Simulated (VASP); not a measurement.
# KF (R-3m) in VASP: further runs, part 2 of 2

VASP 6.6.1.

## (5) Single point, PBE (20.87 Å³/atom)

This run uses another cell than the first one, of 20.87 Å³/atom.

The input, INCAR:

```
ALGO     = Normal         # electronic algorithm
EDIFF    = 1E-6           # SCF threshold, eV
ENCUT    = 520            # plane-wave cutoff, eV
GGA      = PE             # functional
ISIF     = 2              # what is computed and relaxed
ISMEAR   = 0              # smearing method
LASPH    = True           # aspherical terms in the spheres
LCHARG   = True           # write CHGCAR
LELF     = True           # ELF
LREAL    = False          # projectors in reciprocal space
LVHAR    = True         
LWAVE    = False          # write WAVECAR
NBANDS   = 15             # bands
NELM     = 100            # most SCF steps
PREC     = Accurate       # precision mode
SIGMA    = 0.05           # smearing width, eV
```

The input, KPOINTS:

```
k-points
0
Gamma
  8 8 8
```

The input, POSCAR:

```
KF
1.0
    0.1492197796      2.8298146230      2.8298146230
    2.8298146230      0.1492197796      2.8298146230
    2.8298146230      2.8298146230      0.1492197796
K F
1 1
Direct
    0.0000000000      0.0000000000      0.0000000000
    0.5000000000      0.5000000000      0.5000000000
```

Command:

```sh
cat potpaw_PBE.64/K_sv/POTCAR potpaw_PBE.64/F/POTCAR > POTCAR
mpirun -np 1 vasp_std > vasp.out
```

Run time: 70 s. Hardware: 1 thread of Intel Xeon 8259CL, shared host; peak memory 0.19 GiB.

Results (log left out):

```yaml
Free_energy: -8.2768 eV
Pressure: -1.3 GPa
Band_gap_on_the_k_mesh: 5.65 eV
```

Stress tensor (GPa, compression positive):
```
-1.31 -0.85 -0.85
-0.85 -1.31 -0.85
-0.85 -0.85 -1.31
```

Levels at points of the mesh, in eV from the valence-band top:
```
           k point  band 6  band 7  band 8  band 9  band 10  band 11
(0.00, 0.00, 0.00)   -0.09    0.00    0.00    5.65     9.91    10.57
(0.50, 0.00, 0.00)   -0.73   -0.40   -0.28    8.68     9.97    11.30
(0.50, 0.50, 0.00)   -0.29   -0.14   -0.07    8.04     9.73    11.07
(0.50, 0.50, 0.50)   -0.75   -0.22   -0.22    8.38     9.70    11.48
```

## (6) Single point, PBE (20.87 Å³/atom)

This run uses another cell than the first one, of 20.87 Å³/atom.

The input, INCAR:

```
PREC = Accurate
ENCUT = 520
EDIFF = 1E-6
ISMEAR = 0
SIGMA = 0.05
LREAL = False
LASPH = True
NELM = 60
ALGO = Normal
ISIF = 2
LWAVE = False
LCHARG = False
GGA = PE
NBANDS = 15
```

The input, KPOINTS:

```
Automatic mesh
0
Gamma
  8 8 8
```

The input, POSCAR:

```
KF
1.0
    0.1189400146      2.8139554503      2.8139554503
    2.8139554503      0.1189400146      2.8139554503
    2.8139554503      2.8139554503      0.1189400146
K F
1 1
Direct
    0.0000000000      0.0000000000      0.0000000000
    0.5000000000      0.5000000000      0.5000000000
```

Potentials or basis: VASP PAW PBE potentials, release 64 (K_sv, F).

Command:

```sh
cat potpaw_PBE.64/K_sv/POTCAR potpaw_PBE.64/F/POTCAR > POTCAR
mpirun -np 1 vasp_std > vasp.out
```

OUTCAR:

```text
PREC = Accurate
   ENCUT = 520
   EDIFF = 1E-6
   ISMEAR = 0
   LREAL = False
   LASPH = True
   NELM = 60
   ISIF = 2
   GGA = PE

 ion  position               nearest neighbor table
   1  0.000  0.000  0.000-   2 2.76   2 2.76   2 2.76   2 2.76   2 2.76   2 2.76
   2  0.500  0.500  0.500-   1 2.76   1 2.76   1 2.76   1 2.76   1 2.76   1 2.76

  LATTYP: Found a trigonal (rhomboedric) cell.
 ALAT       =     3.9813110001
 COS(alpha) =     0.5417839405

  Lattice vectors:

 A1 = (   0.1189400146,   2.8139554503,   2.8139554503)
 A2 = (   2.8139554503,   0.1189400146,   2.8139554503)
 A3 = (   2.8139554503,   2.8139554503,   0.1189400146)

Analysis of symmetry for initial positions (statically):
=====================================================================
 Subroutine PRICEL returns:
 Original cell was already a primitive cell.

 Routine SETGRP: Setting up the symmetry group for a
 trigonal (rhombohedral) supercell.

 Subroutine GETGRP returns: Found 12 space group operations
 (whereof 12 operations were pure point group operations)
 out of a pool of 12 trial point group operations.

The static configuration has the point symmetry D_3d.

Analysis of symmetry for dynamics (positions and initial velocities):
=====================================================================
 Subroutine PRICEL returns:
 Original cell was already a primitive cell.

 Routine SETGRP: Setting up the symmetry group for a
 trigonal (rhombohedral) supercell.

 Subroutine GETGRP returns: Found 12 space group operations
 (whereof 12 operations were pure point group operations)
 out of a pool of 12 trial point group operations.

The dynamic configuration has the point symmetry D_3d.

 Subroutine INISYM returns: Found 12 space group operations
 (whereof 12 operations are pure point group operations),
 and found     1 'primitive' translations

----------------------------------------------------------------------------------------

[... 121 lines left out ...]
   LEPSILON=     F    determine dielectric tensor
   LRPA    =     F    only Hartree local field effects (RPA)
 non-spin polarized calculation
 Gauss-broadening in eV      SIGMA  =   0.05
  energy-cutoff  :      520.00
  volume of cell :       41.74
 maximum number of plane-waves:      1141
 NGX is ok and might be reduce to    30
   NGX = 15   NGY = 15   NGZ = 15

 number of electron      15.9999991 magnetization

 Free energy of the ion-electron system (eV)
  ---------------------------------------------------
  ext. energy  EPLUGINS =         0.00000000
  ---------------------------------------------------
  free energy    TOTEN  =        -8.28316535 eV

  energy without entropy =       -8.28316535  energy(sigma->0) =       -8.28316535

 E-fermi :  -2.6565     XC(G=0):  -8.0079

 val. band max:       -2.9877249907   @ k =   0.0000   0.0000   0.0000
 cond. band min:       2.6851706649   @ k =   0.0000   0.0000   0.0000
 fundamental gap:      5.6728956556
 Fermi energy:        -2.6564893899

 k-point     1 :       0.0000    0.0000    0.0000
  band No.  band energies     occupation
      1     -29.4428      2.00000
      2     -21.6237      2.00000
      3     -12.7548      2.00000
      4     -12.7421      2.00000
      5     -12.7421      2.00000
      6      -3.0582      2.00000
      7      -2.9877      2.00000
      8      -2.9877      2.00000
      9       2.6852      0.00000
     10       7.0242      0.00000
     11       7.5625      0.00000
     12       7.5625      0.00000
     13       8.9784      0.00000
     14       8.9784      0.00000
[... 401 lines left out ...]
      2     -21.6536      2.00000
      3     -12.9029      2.00000
      4     -12.8068      2.00000
      5     -12.7635      2.00000
      6      -3.4987      2.00000
      7      -3.1975      2.00000
      8      -3.1668      2.00000
      9       4.6894      0.00000
     10       6.6061      0.00000
     11       8.0755      0.00000
     12       8.5178      0.00000
     13       9.6176      0.00000
     14       9.9021      0.00000
     15      13.9901      0.00000

 [... further k-points ...]

------------------------ aborting loop because EDIFF is reached ----------------------------------------

  FORCE on cell =-STRESS in cart. coord.  units (eV):
  Direction    XX          YY          ZZ          XY          YZ          ZX
  --------------------------------------------------------------------------------------
  -------------------------------------------------------------------------------------
  Total       -0.3343909     -0.3343909     -0.3343909     -0.1730813     -0.1730813     -0.1730813
  in kB      -12.8354942    -12.8354942    -12.8354942     -6.6436721     -6.6436721     -6.6436721
  external PRESSURE =     -12.8354942 kB  Pullay stress =       0.0000000 kB

 VOLUME and BASIS-vectors are now :
 -----------------------------------------------------------------------------
  energy-cutoff  :      520.00
  volume of cell :       41.74
      direct lattice vectors                 reciprocal lattice vectors
     0.118940015  2.813955450  2.813955450    -0.189367478  0.181687910  0.181687910
     2.813955450  0.118940015  2.813955450     0.181687910 -0.189367478  0.181687910
     2.813955450  2.813955450  0.118940015     0.181687910  0.181687910 -0.189367478

 POSITION                                       TOTAL-FORCE (eV/Angst)
 -----------------------------------------------------------------------------------
      0.00000      0.00000      0.00000         0.000000     -0.000000     -0.000000
      2.87343      2.87343      2.87343        -0.000000      0.000000      0.000000
 -----------------------------------------------------------------------------------
    total drift:                                0.000000      0.000000      0.000000

  FREE ENERGIE OF THE ION-ELECTRON SYSTEM (eV)
  ---------------------------------------------------
  free  energy   TOTEN  =        -8.2831653502 eV

  energy  without entropy=       -8.2831653502  energy(sigma->0) =       -8.28316535
```

OSZICAR:

```text
N       E                     dE             d eps       ncg     rms          rms(c)
DAV:   1     0.108357840597E+03    0.10836E+03   -0.80289E+03  1950   0.102E+03
DAV:   2    -0.507307038584E+01   -0.11343E+03   -0.10402E+03  2541   0.279E+02
DAV:   3    -0.946209613770E+01   -0.43890E+01   -0.43694E+01  2644   0.491E+01
DAV:   4    -0.957983888318E+01   -0.11774E+00   -0.11773E+00  2644   0.749E+00
DAV:   5    -0.958093530061E+01   -0.10964E-02   -0.10964E-02  2627   0.680E-01    0.623E+00
DAV:   6    -0.832294103940E+01    0.12580E+01   -0.36770E+00  2090   0.140E+01    0.358E+00
DAV:   7    -0.828763351738E+01    0.35308E-01   -0.66867E-02  2391   0.220E+00    0.199E+00
DAV:   8    -0.828065421025E+01    0.69793E-02   -0.56694E-02  2223   0.229E+00    0.203E-01
DAV:   9    -0.828239216515E+01   -0.17380E-02   -0.37173E-03  2461   0.508E-01    0.121E-01
DAV:  10    -0.828302358937E+01   -0.63142E-03   -0.48458E-04  2118   0.184E-01    0.675E-02
DAV:  11    -0.828316452466E+01   -0.14094E-03   -0.13288E-04  2139   0.945E-02    0.185E-02
DAV:  12    -0.828316491957E+01   -0.39491E-06   -0.10572E-05  2384   0.310E-02    0.376E-03
DAV:  13    -0.828316535022E+01   -0.43065E-06   -0.20026E-06  2195   0.122E-02
   1 F= -.82831654E+01 E0= -.82831654E+01  d E =-.981980E-23
```

stdout:

```text
POSCAR found type information on POSCAR K F
 POSCAR found :  2 types and       2 ions
 scaLAPACK will be used
 LDA part: xc-table for (Slater+PW92), standard interpolation
 POSCAR, INCAR and KPOINTS ok, starting setup
 FFT: planning ... GRIDC
 FFT: planning ... GRID_SOFT
 FFT: planning ... GRID
 WAVECAR not read
 entering main loop
```

It took 66 s on 1 thread of Intel Xeon 8259CL, shared host; peak memory 0.19 GiB.

Results:

- Free energy: -8.2832 eV
- Pressure: -1.3 GPa
- Band gap on the k mesh: 5.67 eV

## (7) The runs side by side

```tsv
cell	gap on the mesh (eV)	pressure (GPa)
a = 3.961 Å, angles 57.2°, 2 atoms	5.75	-0.9
a = 3.795 Å, angles 62.8°, 2 atoms	5.73	-0.9
a = 3.797 Å, angles 63.6°, 2 atoms	5.64	-1.3
a = 4.005 Å, angles 56.5°, 2 atoms	5.65	-1.3
a = 3.981 Å, angles 57.2°, 2 atoms	5.67	-1.3
```

Alike in all rows: task single point; level PBE; potentials or basis VASP PAW PBE potentials, release 64 (K_sv, F); no spin polarisation; k mesh 8 × 8 × 8; cutoff (eV) 520; smearing gaussian 0.05 eV.

Absolute energies hang on the potentials; compare differences alone.
